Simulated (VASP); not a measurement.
# CdF2 (fluorite type) (Fm-3m) in VASP: electric field gradients with PBE

Aim: the electric field gradients of CdF2 (fluorite type) with PBE.

Everything below comes from runs of VASP 6.6.1. Logs are shortened: lines on timing, memory, paths and dates and some standing lists are left out, and cuts for length are marked.

## Step 1: The cell of the first run

It takes space group Fm-3m (No. 225, cubic). The conventional cell has a = 5.481 Å, b = 5.481 Å, c = 5.481 Å, α = 90.00°, β = 90.00°, γ = 90.00°. Cd (site symmetry m-3m) has 8 F at 2.37 Å within 3.1 Å. Within 3.1 Å of F (site symmetry -43m) lie 4 Cd at 2.37 Å and 6 F at 2.74 Å.

## Step 2: Electric field gradients, PBE

INCAR

```
SYSTEM = CdF2
ALGO = Normal
EDIFF = 1E-8
ENCUT = 520
GGA = PE
ISIF = 2
ISMEAR = -1
LASPH = .TRUE.
LCHARG = .FALSE.
LEFG = .TRUE.
LREAL = .FALSE.
LWAVE = .FALSE.
NBANDS = 20
NELM = 80
PREC = Accurate
SIGMA = 0.05
```

KPOINTS

```
k-points
0
G
  11 11 11
  0 0 0
```

POSCAR

```
CdF2
1.0
    0.0000000000      2.7407197213      2.7407197213
    2.7407197213      0.0000000000      2.7407197213
    2.7407197213      2.7407197213      0.0000000000
Cd F
1 2
Direct
    0.0000000000      0.0000000000      0.0000000000
    0.2500000000      0.2500000000      0.2500000000
    0.7500000000      0.7500000000      0.7500000000
```

Potentials or basis: VASP PAW PBE potentials, release 64 (Cd, F).

Started as:

```console
$ cat potpaw_PBE.64/Cd/POTCAR potpaw_PBE.64/F/POTCAR > POTCAR
$ mpirun -np 1 vasp_std > vasp.out
```

OUTCAR:

```text
SYSTEM = CdF2
   EDIFF = 1E-8
   ENCUT = 520
   GGA = PE
   ISIF = 2
   ISMEAR = -1
   LASPH = .TRUE.
   LREAL = .FALSE.
   NELM = 80
   PREC = Accurate

 ion  position               nearest neighbor table
   1  0.000  0.000  0.000-   3 2.37   3 2.37   3 2.37   2 2.37   3 2.37   2 2.37   2 2.37   2 2.37

   2  0.250  0.250  0.250-   1 2.37   1 2.37   1 2.37   1 2.37
   3  0.750  0.750  0.750-   1 2.37   1 2.37   1 2.37   1 2.37

  LATTYP: Found a face centered cubic cell.
 ALAT       =     5.4814394426

  Lattice vectors:

 A1 = (   0.0000000000,   2.7407197213,   2.7407197213)
 A2 = (   2.7407197213,   0.0000000000,   2.7407197213)
 A3 = (   2.7407197213,   2.7407197213,   0.0000000000)

Analysis of symmetry for initial positions (statically):
=====================================================================
 Subroutine PRICEL returns:
 Original cell was already a primitive cell.

 Routine SETGRP: Setting up the symmetry group for a
 face centered cubic supercell.

 Subroutine GETGRP returns: Found 48 space group operations
 (whereof 48 operations were pure point group operations)
 out of a pool of 48 trial point group operations.

The static configuration has the point symmetry O_h .

Analysis of symmetry for dynamics (positions and initial velocities):
=====================================================================
 Subroutine PRICEL returns:
 Original cell was already a primitive cell.

 Routine SETGRP: Setting up the symmetry group for a
 face centered cubic supercell.

 Subroutine GETGRP returns: Found 48 space group operations
 (whereof 48 operations were pure point group operations)
 out of a pool of 48 trial point group operations.

The dynamic configuration has the point symmetry O_h .

 Subroutine INISYM returns: Found 48 space group operations
 (whereof 48 operations are pure point group operations),
 and found     1 'primitive' translations

----------------------------------------------------------------------------------------

                                     Primitive cell

  volume of cell :      41.1741

  direct lattice vectors                    reciprocal lattice vectors
     0.000000000  2.740719721  2.740719721    -0.182433832  0.182433832  0.182433832
     2.740719721  0.000000000  2.740719721     0.182433832 -0.182433832  0.182433832
     2.740719721  2.740719721  0.000000000     0.182433832  0.182433832 -0.182433832

  length of vectors
     3.875963001  3.875963001  3.875963001     0.315984665  0.315984665  0.315984665

  position of ions in fractional coordinates (direct lattice)
     0.000000000  0.000000000  0.000000000
     0.250000000  0.250000000  0.250000000
     0.750000000  0.750000000  0.750000000

  ion indices of the primitive-cell ions
   primitive index   ion index
                 1           1
                 2           2
                 3           3

----------------------------------------------------------------------------------------

 KPOINTS: k-points

Automatic generation of k-mesh.
 Grid dimensions read from file:
 generate k-points for:   11   11   11

 Generating k-lattice:

  Cartesian coordinates                     Fractional coordinates (reciprocal lattice)
    -0.016584894  0.016584894  0.016584894     0.090909091  0.000000000  0.000000000
     0.016584894 -0.016584894  0.016584894     0.000000000  0.090909091  0.000000000
     0.016584894  0.016584894 -0.016584894     0.000000000  0.000000000  0.090909091

  Length of vectors
     0.028725879  0.028725879  0.028725879

  Shift w.r.t. Gamma in fractional coordinates (k-lattice)
     0.000000000  0.000000000  0.000000000

 Subroutine IBZKPT returns following result:
 ===========================================

 Found     56 irreducible k-points:

 Following reciprocal coordinates:
            Coordinates               Weight
  0.000000  0.000000  0.000000      1.000000
  0.090909  0.000000  0.000000      8.000000
  0.181818  0.000000  0.000000      8.000000
  0.272727  0.000000  0.000000      8.000000
  0.363636  0.000000  0.000000      8.000000
  0.454545  0.000000  0.000000      8.000000
[... 16 lines left out ...]
 -0.272727  0.181818  0.000000     24.000000
 -0.181818  0.181818  0.000000     12.000000
 [... further k-points ...]
   k-points           NKPTS =     56   k-points in BZ     NKDIM =     56   number of bands    NBANDS=     20
   number of dos      NEDOS =    301   number of ions     NIONS =      3
   total plane-waves  NPLWV =  27000
   dimension x,y,z NGX =    30 NGY =   30 NGZ =   30
   dimension x,y,z NGXF=    60 NGYF=   60 NGZF=   60
   ions per type =               1   2
   NGX,Y,Z   is equivalent  to a cutoff of  12.87, 12.87, 12.87 a.u.
   NGXF,Y,Z  is equivalent  to a cutoff of  25.73, 25.73, 25.73 a.u.
 SYSTEM =  CdF2
   PREC   = accura    normal or accurate (medium, high low for compatibility)
   ISTART =      0    job   : 0-new  1-cont  2-samecut
   ICHARG =      2    charge: 1-file 2-atom 10-const
   ISPIN  =      1    spin polarized calculation?
   LNONCOLLINEAR =      F non collinear calculations
   LSORBIT =      F    spin-orbit coupling
   LASPH  =      T    aspherical Exc in radial PAW
   ENCUT  =  520.0 eV  38.22 Ry    6.18 a.u.   7.21  7.21  7.21*2*pi/ulx,y,z
   NELM   =     80;   NELMIN=  2; NELMDL= -5     # of ELM steps
   EDIFF  = 0.1E-07   stopping-criterion for ELM
   LREAL  =      F    real-space projection
   EDIFFG = 0.1E-06   stopping-criterion for IOM
   NSW    =      0    number of steps for IOM
   IBRION =     -1    ionic relax: 0-MD 1-quasi-New 2-CG
   NFREE  =      0    steps in history (QN), initial steepest desc. (CG)
   ISIF   =      2    stress and relaxation
   ISYM   =      2    0-nonsym 1-usesym 2-fastsym
   POTIM  = 0.5000    time-step for ionic-motion
   TEBEG  =    0.0;   TEEND  =   0.0 temperature during run
   PSTRESS=    0.0 pullay stress
   NELECT =      26.0000    total number of electrons
   NUPDOWN=      -1.0000    fix difference up-down
   EMIN   =  10.00;   EMAX   =-10.00  energy-range for DOS
   EFERMI =   0.00;   METHOD = LEGACY
   ISMEAR =    -1;   SIGMA  =   0.05  broadening in eV -4-tet -1-fermi 0-gaus
   EFERMI_NEDOS =   21; number of points for ismear=-14 and -15
   IALGO  =     38    algorithm
   IMIX   =      4    mixing-type and parameters
     AMIX     =   0.40;   BMIX     =  1.00
     AMIX_MAG =   1.60;   BMIX_MAG =  1.00
  volume/ion in A,a.u.               =      13.72        92.62
  Fermi-wavevector in a.u.,A,eV,Ry     =   1.404509  2.654138 26.839488  1.972647
  Thomas-Fermi vector in A             =   2.527064
   LORBIT       =      0    0 simple, 1 ext, 2 COOP (PROOUT), +10 PAW based schemes
   GGA     = PE    functional components
   LHFCALC =     F    Hartree Fock is set to
   AEXX    =    0.0000 exact exchange contribution
   IVDW    =     0    specifies the selected vdW correction
   LEPSILON=     F    determine dielectric tensor
   LRPA    =     F    only Hartree local field effects (RPA)
 non-spin polarized calculation
  energy-cutoff  :      520.00
  volume of cell :       41.17
 maximum number of plane-waves:      1129
 NGX is ok and might be reduce to    30
   NGX = 15   NGY = 15   NGZ = 15

 number of electron      25.9999995 magnetization

 Free energy of the ion-electron system (eV)
  ---------------------------------------------------
  ext. energy  EPLUGINS =         0.00000000
  ---------------------------------------------------
  free energy    TOTEN  =       -10.90524956 eV

  energy without entropy =      -10.90524956  energy(sigma->0) =      -10.90524956

 E-fermi :  -0.6272     XC(G=0): -10.1344

 val. band max:       -1.7071650165   @ k =  -0.2727   0.4545   0.1818
 cond. band min:       1.2014464825   @ k =   0.0000   0.0000   0.0000
 fundamental gap:      2.9086114990
 Fermi energy:        -0.6272008902

 k-point     1 :       0.0000    0.0000    0.0000
  band No.  band energies     occupation
      1     -22.2162      2.00000
      2     -21.2486      2.00000
      3      -7.1649      2.00000
      4      -7.1649      2.00000
      5      -7.1649      2.00000
      6      -6.1701      2.00000
[... 12 lines left out ...]
     19      17.8387      0.00000
     20      17.8387      0.00000

 k-point     2 :       0.0909    0.0000    0.0000
  band No.  band energies     occupation
      1     -22.1941      2.00000
      2     -21.2691      2.00000
      3      -7.1371      2.00000
      4      -7.1371      2.00000
      5      -7.0876      2.00000
      6      -6.1778      2.00000
[... 12 lines left out ...]
     19      17.5997      0.00000
     20      17.5997      0.00000

 k-point     3 :       0.1818    0.0000    0.0000
  band No.  band energies     occupation
      1     -22.1279      2.00000
      2     -21.3277      2.00000
      3      -7.0641      2.00000
      4      -7.0641      2.00000
      5      -6.8697      2.00000
      6      -6.1917      2.00000
[... 12 lines left out ...]
     19      17.1142      0.00000
     20      17.1142      0.00000

 k-point     4 :       0.2727    0.0000    0.0000
  band No.  band energies     occupation
      1     -22.0283      2.00000
      2     -21.4154      2.00000
      3      -6.9764      2.00000
      4      -6.9764      2.00000
      5      -6.5535      2.00000
      6      -6.1889      2.00000
[... 12 lines left out ...]
     19      16.6550      0.00000
     20      17.3329      0.00000

 k-point     5 :       0.3636    0.0000    0.0000
  band No.  band energies     occupation
      1     -21.9084      2.00000
      2     -21.5237      2.00000
      3      -6.9105      2.00000
      4      -6.9105      2.00000
      5      -6.2153      2.00000
      6      -6.1547      2.00000
[... 12 lines left out ...]
     19      16.3262      0.00000
     20      16.9907      0.00000
[... 353 lines left out ...]
      6      -6.1434      2.00000
[... 12 lines left out ...]
     19      16.8304      0.00000
     20      19.3886      0.00000

 k-point    22 :      -0.3636    0.1818    0.0000
  band No.  band energies     occupation
      1     -21.7934      2.00000
      2     -21.6204      2.00000
      3      -6.8127      2.00000
      4      -6.7452      2.00000
      5      -6.2238      2.00000
      6      -6.1367      2.00000
[... 12 lines left out ...]
     19      16.3203      0.00000
     20      19.3537      0.00000

 k-point    23 :      -0.2727    0.1818    0.0000
  band No.  band energies     occupation
      1     -21.9014      2.00000
      2     -21.5229      2.00000
      3      -6.8575      2.00000
      4      -6.8039      2.00000
      5      -6.2819      2.00000
      6      -6.2606      2.00000
[... 12 lines left out ...]
     19      16.0341      0.00000
     20      19.3791      0.00000

 k-point    24 :      -0.1818    0.1818    0.0000
  band No.  band energies     occupation
      1     -22.0014      2.00000
      2     -21.4362      2.00000
      3      -6.9277      2.00000
      4      -6.9081      2.00000
      5      -6.5008      2.00000
      6      -6.2784      2.00000
[... 12 lines left out ...]
     19      16.1104      0.00000
     20      19.1008      0.00000

 [... further k-points ...]

------------------------ aborting loop because EDIFF is reached ----------------------------------------

  FORCE on cell =-STRESS in cart. coord.  units (eV):
  Direction    XX          YY          ZZ          XY          YZ          ZX
  --------------------------------------------------------------------------------------
  -------------------------------------------------------------------------------------
  Total        0.1335538      0.1335538      0.1335538      0.0000000      0.0000000      0.0000000
  in kB        5.1968846      5.1968846      5.1968846      0.0000000      0.0000000      0.0000000
  external PRESSURE =       5.1968846 kB  Pullay stress =       0.0000000 kB

 VOLUME and BASIS-vectors are now :
 -----------------------------------------------------------------------------
  energy-cutoff  :      520.00
  volume of cell :       41.17
      direct lattice vectors                 reciprocal lattice vectors
     0.000000000  2.740719721  2.740719721    -0.182433832  0.182433832  0.182433832
     2.740719721  0.000000000  2.740719721     0.182433832 -0.182433832  0.182433832
     2.740719721  2.740719721  0.000000000     0.182433832  0.182433832 -0.182433832

 POSITION                                       TOTAL-FORCE (eV/Angst)
 -----------------------------------------------------------------------------------
      0.00000      0.00000      0.00000         0.000000     -0.000000     -0.000000
      1.37036      1.37036      1.37036        -0.000000     -0.000000     -0.000000
      4.11108      4.11108      4.11108         0.000000      0.000000      0.000000
 -----------------------------------------------------------------------------------
    total drift:                                0.000000     -0.000000      0.000000

  FREE ENERGIE OF THE ION-ELECTRON SYSTEM (eV)
  ---------------------------------------------------
  free  energy   TOTEN  =       -10.9052495610 eV

  energy  without entropy=      -10.9052495609  energy(sigma->0) =      -10.90524956

 Electric field gradients (V/A^2)
---------------------------------------------------------------------
 ion       V_xx      V_yy      V_zz      V_xy      V_xz      V_yz
---------------------------------------------------------------------
   1      -0.000    -0.000    -0.000     0.002     0.002     0.002
   2      -0.000     0.000     0.000    -0.001    -0.001    -0.001
   3      -0.000     0.000     0.000    -0.001    -0.001    -0.001
---------------------------------------------------------------------

 Electric field gradients after diagonalization (V/A^2)
 (convention: |V_zz| > |V_xx| > |V_yy|)
----------------------------------------------------------------------
 ion       V_xx      V_yy      V_zz     asymmetry (V_yy - V_xx)/ V_zz
----------------------------------------------------------------------
   1      -0.002    -0.002     0.004       0.000
   2       0.001     0.001    -0.002       0.000
   3       0.001     0.001    -0.002       0.000
----------------------------------------------------------------------

           NMR quadrupolar parameters

 Cq : quadrupolar parameter    Cq=e*Q*V_zz/h
 eta: asymmetry parameters     (V_yy - V_xx)/ V_zz
 Q  : nuclear electric quadrupole moment in mb (millibarn)
----------------------------------------------------------------------
 ion       Cq(MHz)       eta       Q (mb)
----------------------------------------------------------------------
   1       0.000       0.000       1.000
   2      -0.000       0.000       1.000
   3      -0.000       0.000       1.000
----------------------------------------------------------------------
```

Run time: 32 s. Hardware: 1 thread of Intel Xeon Platinum 8488C (Sapphire Rapids), shared host; peak memory 0.19 GiB.

What came out:

* Free energy: -10.9052 eV
* Pressure: 0.5 GPa
* Band gap on the k mesh: 2.91 eV, indirect (least direct gap 3.44 eV)

Caveat: without QUAD_EFG the Cq values of the log hold for a quadrupole moment of 1 mb, not for the nuclei. A k mesh can miss the band edges.
